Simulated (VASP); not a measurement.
Here is a VASP 6.6.1 calculation.

Contents of INCAR:

```
SYSTEM = F
PREC = Accurate ; ENCUT = 600
EDIFF = 1E-6 ; ISMEAR = -1
SIGMA = 0.1 ; LREAL = .False.
LASPH = .True. ; NELM = 60
ALGO = Normal ; ISIF = 3
LWAVE = .False. ; LCHARG = .False.
IBRION = 2 ; NSW = 32
EDIFFG = -0.005 ; PSTRESS = 930.0
```

The input KPOINTS:

```
Automatic mesh
0
Gamma
  18 18 18
  0 0 0
```

POSCAR

```
F
1.0
    1.8504337634      0.0000000000      0.0000000000
    0.0000000000      1.8504337634      0.0000000000
    0.0000000000      0.0000000000      1.8504337634
F
1
Direct
    0.0000000000      0.0000000000      0.0000000000
```

Potentials or basis: VASP PAW LDA potentials, release 64 (F).

Launch:

```console
$ cat potpaw_LDA.64/F/POTCAR > POTCAR
$ mpirun -np 1 vasp_std > vasp.out
```

Problem. Predict the relaxed cell.

Solution. a = 1.850 Å, b = 1.850 Å, c = 1.850 Å, α = 90.00°, β = 90.00°, γ = 90.00°.

Problem. What does it give for the space group after relaxing (to 0.1 Å)?

Solution. Pm-3m (No. 221).

Problem. Estimate the band gap on the k mesh.

Solution. Zero (an odd number of electrons rules out a gap without spin polarisation).

Final structure:
```cif
data_structure
_symmetry_space_group_name_H-M 'P 1'
_symmetry_Int_Tables_number 1
_cell_length_a 1.8502
_cell_length_b 1.8502
_cell_length_c 1.8502
_cell_angle_alpha 90.000
_cell_angle_beta 90.000
_cell_angle_gamma 90.000
_cell_volume 6.33
loop_
_atom_site_label
_atom_site_type_symbol
_atom_site_fract_x
_atom_site_fract_y
_atom_site_fract_z
_atom_site_occupancy
F1 F 0.00000 0.00000 0.00000 1
```

Caveat: an odd number of electrons without spin polarisation forces a metal; a magnetic or distorted state may lie lower.
